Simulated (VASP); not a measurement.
# CoPtO2 (R-3m) in VASP: single point with PBE

Aim: the single point of CoPtO2 with PBE.

Program: VASP 6.6.1. These are calculated values, not measurements. Logs are shortened: lines on timing, memory, paths and dates and some standing lists are left out, and cuts for length are marked.

**1. The cell of the first run**

It takes space group R-3m (No. 166, trigonal). Conventional cell: a = 2.825 Å, b = 2.825 Å, c = 17.818 Å, α = 90.00°, β = 90.00°, γ = 120.00°. Within 2.5 Å of Co (site symmetry -3m) lie 6 O at 1.90 Å. Within 2.6 Å of Pt (site symmetry -3m) lie 2 O at 2.00 Å. Within 2.5 Å of O (site symmetry 3m) lie 3 Co at 1.90 Å and 1 Pt at 2.00 Å.

**2. Single point, PBE**

The input, INCAR:

```
PREC = Accurate ; ENCUT = 520
EDIFF = 1E-7 ; ISMEAR = -1
SIGMA = 0.05 ; LREAL = False
LASPH = True ; NELM = 60
ALGO = Normal ; ISIF = 2
LWAVE = False ; LCHARG = False
GGA = PE ; NBANDS = 24
```

The input, KPOINTS:

```
regular mesh
0
Gamma
  12 12 12
```

The input, POSCAR:

```
CoPtO2
1.0
    1.4122699173      0.8153744169      5.9393891094
   -1.4122699173      0.8153744169      5.9393891094
    0.0000000000     -1.6307488338      5.9393891094
Co Pt O
1 1 2
Direct
    0.5000000000      0.5000000000      0.5000000000
    0.0000000000      0.0000000000      0.0000000000
    0.8877559700      0.8877559700      0.8877559700
    0.1122440300      0.1122440300      0.1122440300
```

Potentials or basis: VASP PAW PBE potentials, release 64 (Co, Pt, O).

Started as:

```sh
$ cat potpaw_PBE.64/Co/POTCAR potpaw_PBE.64/Pt/POTCAR potpaw_PBE.64/O/POTCAR > POTCAR
$ mpirun -np 1 vasp_std > vasp.out
```

OUTCAR:

```text
PREC = Accurate
   ENCUT = 520
   EDIFF = 1E-7
   ISMEAR = -1
   LREAL = False
   LASPH = True
   NELM = 60
   ISIF = 2
   GGA = PE

 ion  position               nearest neighbor table
   1  0.500  0.500  0.500-   4 1.90   3 1.90   4 1.90   4 1.90   3 1.90   3 1.90
   2  0.000  0.000  0.000-   3 2.00   4 2.00
   3  0.888  0.888  0.888-   1 1.90   1 1.90   1 1.90   2 2.00
   4  0.112  0.112  0.112-   1 1.90   1 1.90   1 1.90   2 2.00

  LATTYP: Found a trigonal (rhomboedric) cell.
 ALAT       =     6.1591951383
 COS(alpha) =     0.8948480128

  Lattice vectors:

 A1 = (   1.4122699173,   0.8153744169,   5.9393891094)
 A2 = (  -1.4122699173,   0.8153744169,   5.9393891094)
 A3 = (   0.0000000000,  -1.6307488338,   5.9393891094)

Analysis of symmetry for initial positions (statically):
=====================================================================
 Subroutine PRICEL returns:
 Original cell was already a primitive cell.

 Routine SETGRP: Setting up the symmetry group for a
 trigonal (rhombohedral) supercell.

 Subroutine GETGRP returns: Found 12 space group operations
 (whereof 12 operations were pure point group operations)
 out of a pool of 12 trial point group operations.

The static configuration has the point symmetry D_3d.

Analysis of symmetry for dynamics (positions and initial velocities):
=====================================================================
 Subroutine PRICEL returns:
 Original cell was already a primitive cell.

 Routine SETGRP: Setting up the symmetry group for a
 trigonal (rhombohedral) supercell.

 Subroutine GETGRP returns: Found 12 space group operations
 (whereof 12 operations were pure point group operations)
 out of a pool of 12 trial point group operations.

The dynamic configuration has the point symmetry D_3d.

 Subroutine INISYM returns: Found 12 space group operations
 (whereof 12 operations are pure point group operations),
 and found     1 'primitive' translations

----------------------------------------------------------------------------------------

                                     Primitive cell

  volume of cell :      41.0363

  direct lattice vectors                    reciprocal lattice vectors
     1.412269917  0.815374417  5.939389109     0.354039971  0.204405072  0.056122495
    -1.412269917  0.815374417  5.939389109    -0.354039971  0.204405072  0.056122495
     0.000000000 -1.630748834  5.939389109     0.000000000 -0.408810145  0.056122495

  length of vectors
[... 85 lines left out ...]
   NELM   =     60;   NELMIN=  2; NELMDL= -5     # of ELM steps
   EDIFF  = 0.1E-06   stopping-criterion for ELM
   LREAL  =      F    real-space projection
   EDIFFG = 0.1E-05   stopping-criterion for IOM
   NSW    =      0    number of steps for IOM
   IBRION =     -1    ionic relax: 0-MD 1-quasi-New 2-CG
   NFREE  =      0    steps in history (QN), initial steepest desc. (CG)
   ISIF   =      2    stress and relaxation
   ISYM   =      2    0-nonsym 1-usesym 2-fastsym
   POTIM  = 0.5000    time-step for ionic-motion
   TEBEG  =    0.0;   TEEND  =   0.0 temperature during run
   PSTRESS=    0.0 pullay stress
   NELECT =      31.0000    total number of electrons
   NUPDOWN=      -1.0000    fix difference up-down
   EMIN   =  10.00;   EMAX   =-10.00  energy-range for DOS
   EFERMI =   0.00;   METHOD = LEGACY
   ISMEAR =    -1;   SIGMA  =   0.05  broadening in eV -4-tet -1-fermi 0-gaus
   EFERMI_NEDOS =   21; number of points for ismear=-14 and -15
   IALGO  =     38    algorithm
   IMIX   =      4    mixing-type and parameters
     AMIX     =   0.40;   BMIX     =  1.00
     AMIX_MAG =   1.60;   BMIX_MAG =  1.00
  volume/ion in A,a.u.               =      10.26        69.23
  Fermi-wavevector in a.u.,A,eV,Ry     =   1.490983  2.817550 30.246177  2.223031
  Thomas-Fermi vector in A             =   2.603696
   LORBIT       =      0    0 simple, 1 ext, 2 COOP (PROOUT), +10 PAW based schemes
   GGA     = PE    functional components
   LHFCALC =     F    Hartree Fock is set to
   AEXX    =    0.0000 exact exchange contribution
   IVDW    =     0    specifies the selected vdW correction
   LEPSILON=     F    determine dielectric tensor
   LRPA    =     F    only Hartree local field effects (RPA)
 non-spin polarized calculation
  energy-cutoff  :      520.00
  volume of cell :       41.04
 maximum number of plane-waves:      1122
 NGX is ok and might be reduce to    48
   NGX = 23   NGY = 23   NGZ = 23

 number of electron      30.9999999 magnetization

 Free energy of the ion-electron system (eV)
  ---------------------------------------------------
  ext. energy  EPLUGINS =         0.00000000
  ---------------------------------------------------
  free energy    TOTEN  =       -26.41682690 eV

  energy without entropy =      -26.40612111  energy(sigma->0) =      -26.41147400

 E-fermi :   8.8260     XC(G=0): -12.6851

 val. band max:        8.8115616252   @ k =  -0.2500  -0.3333   0.0833
 cond. band min:       8.8301319716   @ k =  -0.1667   0.2500   0.1667
 fundamental gap:      0.0185703465
 Fermi energy:         8.8260213528

 k-point     1 :       0.0000    0.0000    0.0000
  band No.  band energies     occupation
      1     -12.8559      2.00000
      2     -10.9532      2.00000
      3      -0.9155      2.00000
      4       1.6599      2.00000
      5       2.2330      2.00000
      6       2.2330      2.00000
[... 637 lines left out ...]
     23      21.8403      0.00000
     24      22.2096      0.00000

 [... further k-points ...]

------------------------ aborting loop because EDIFF is reached ----------------------------------------

  FORCE on cell =-STRESS in cart. coord.  units (eV):
  Direction    XX          YY          ZZ          XY          YZ          ZX
  --------------------------------------------------------------------------------------
  -------------------------------------------------------------------------------------
  Total        1.5538830      1.5538830      1.8522532      0.0000000      0.0000000      0.0000000
  in kB       60.6681947     60.6681947     72.3174506      0.0000000      0.0000000      0.0000000
  external PRESSURE =      64.5512800 kB  Pullay stress =       0.0000000 kB

 VOLUME and BASIS-vectors are now :
 -----------------------------------------------------------------------------
  energy-cutoff  :      520.00
  volume of cell :       41.04
      direct lattice vectors                 reciprocal lattice vectors
     1.412269917  0.815374417  5.939389109     0.354039971  0.204405072  0.056122495
    -1.412269917  0.815374417  5.939389109    -0.354039971  0.204405072  0.056122495
     0.000000000 -1.630748834  5.939389109     0.000000000 -0.408810145  0.056122495

 POSITION                                       TOTAL-FORCE (eV/Angst)
 -----------------------------------------------------------------------------------
      0.00000      0.00000      8.90908        -0.000000     -0.000000     -0.000000
      0.00000      0.00000      0.00000         0.000000      0.000000     -0.000000
      0.00000      0.00000     15.81818         0.000000     -0.000000      0.050969
      0.00000      0.00000      1.99998         0.000000      0.000000     -0.050969
 -----------------------------------------------------------------------------------
    total drift:                               -0.000000      0.000000     -0.000000

  FREE ENERGIE OF THE ION-ELECTRON SYSTEM (eV)
  ---------------------------------------------------
  free  energy   TOTEN  =       -26.4168269017 eV

  energy  without entropy=      -26.4061211077  energy(sigma->0) =      -26.41147400
```

OSZICAR:

```text
N       E                     dE             d eps       ncg     rms          rms(c)
DAV:   1     0.237920421884E+03    0.23792E+03   -0.15132E+04  9184   0.143E+03
DAV:   2    -0.137552989084E+02   -0.25168E+03   -0.22590E+03  9920   0.342E+02
DAV:   3    -0.311209693458E+02   -0.17366E+02   -0.16879E+02 11008   0.101E+02
DAV:   4    -0.313735379648E+02   -0.25257E+00   -0.25241E+00 10504   0.124E+01
DAV:   5    -0.313793586364E+02   -0.58207E-02   -0.58204E-02 11480   0.190E+00    0.272E+01
DAV:   6    -0.329250747680E+02   -0.15457E+01   -0.26815E+01 10672   0.927E+01    0.355E+01
DAV:   7    -0.275286139624E+02    0.53965E+01   -0.22125E+01 11672   0.122E+02    0.176E+01
DAV:   8    -0.264086926001E+02    0.11199E+01   -0.53973E+00 12784   0.214E+01    0.573E+00
DAV:   9    -0.264160213213E+02   -0.73287E-02   -0.29966E-01 10160   0.482E+00    0.180E+00
DAV:  10    -0.264179967026E+02   -0.19754E-02   -0.10798E-02 13488   0.104E+00    0.679E-01
DAV:  11    -0.264173708453E+02    0.62586E-03   -0.27929E-03 13720   0.678E-01    0.370E-01
DAV:  12    -0.264168734388E+02    0.49741E-03   -0.57252E-04 13576   0.423E-01    0.132E-01
DAV:  13    -0.264168281531E+02    0.45286E-04   -0.19028E-04 13432   0.157E-01    0.243E-02
DAV:  14    -0.264168295769E+02   -0.14238E-05   -0.12877E-05 12304   0.403E-02    0.236E-02
DAV:  15    -0.264168269242E+02    0.26526E-05   -0.22884E-06 12816   0.256E-02    0.566E-03
DAV:  16    -0.264168269017E+02    0.22557E-07   -0.76787E-07 12168   0.104E-02
   1 F= -.26416827E+02 E0= -.26411474E+02  d E =-.107058E-01
```

Wall time 11 min (1 thread of Intel Xeon Platinum 8259CL at 2.50GHz (Skylake/Cascade Lake), shared host); peak memory 0.46 GiB.

Results:

- Free energy: -26.4168 eV
- Pressure: 6.5 GPa
- Largest force: 0.051 eV/Å

Forces on the atoms (eV/Å):
```
Co   0.000  0.000  0.000
Pt   0.000  0.000  0.000
O    0.000  0.000  0.051
O    0.000  0.000 -0.051
```

Caveat: spin-orbit coupling is left out, which moves the levels of the heavy elements; an odd number of electrons without spin polarisation forces a metal; a magnetic or distorted state may lie lower; the run has no spin polarisation, though such a crystal can be magnetic; semilocal functionals often make such compounds metallic where correlation or magnetic order opens a gap, which also shifts bond lengths.
